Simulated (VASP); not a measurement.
## As: single point with r2SCAN

The system is As.

```xyz
2
Lattice="1.7947 1.0362 5.0619 -1.7947 1.0362 5.0619 0.0000 -2.0724 5.0619" Properties=species:S:1:pos:R:3 pbc="T T T"
As    0.0000    0.0000   11.9724
As    0.0000    0.0000    3.2134
```

| Quantity | Value |
| --- | --- |
| Program | VASP 6.6.1 |
| Task | single point |
| Functional | r2SCAN |
| Potentials or basis | VASP PAW PBE potentials, release 64 (As) |
| Cutoff | 520 eV |
| k mesh | 8 × 8 × 8 |
| Occupations | gaussian, width 0.01 eV |
| Spin | no spin polarisation |

- Pressure: 0.2 GPa
- Largest force: 0.056 eV/Å
- Band gap on the k mesh: 0.55 eV, indirect (least direct gap 1.17 eV)

Forces in eV/Å, atoms in the order of the input:
```
As   0.000  0.000 -0.056
As   0.000  0.000  0.056
```

Stress tensor (GPa, compression positive):
```
0.12 0.00 0.00
0.00 0.12 0.00
0.00 0.00 0.23
```

Levels at points of the mesh, in eV from the valence-band top:
| k point | band 2 | band 3 | band 4 | band 5 | band 6 | band 7 | band 8 | band 9 |
| --- | --- | --- | --- | --- | --- | --- | --- | --- |
| (0.00, 0.00, 0.00) | -7.84 | -2.37 | -1.02 | -1.02 | 1.87 | 2.91 | 2.91 | 8.51 |
| (0.50, 0.00, 0.00) | -10.46 | -4.26 | -2.96 | -2.02 | 0.97 | 1.73 | 3.73 | 6.02 |
| (0.50, 0.50, 0.00) | -10.34 | -4.59 | -3.04 | -2.92 | 1.68 | 3.76 | 4.30 | 6.39 |
| (0.50, 0.50, 0.50) | -8.57 | -1.00 | -1.00 | 0.00 | 1.17 | 2.76 | 2.76 | 6.67 |

Wall time 7.8 min on 1 thread of AMD EPYC 7R43 64-Core Processor (Zen 3), with other jobs on the host, peak memory 0.25 GiB.

Caveat: the PAW data sets were made with another functional, which shifts forces and pressure a little. r2SCAN opens gaps a little over a GGA but as a rule still falls short of measured ones.
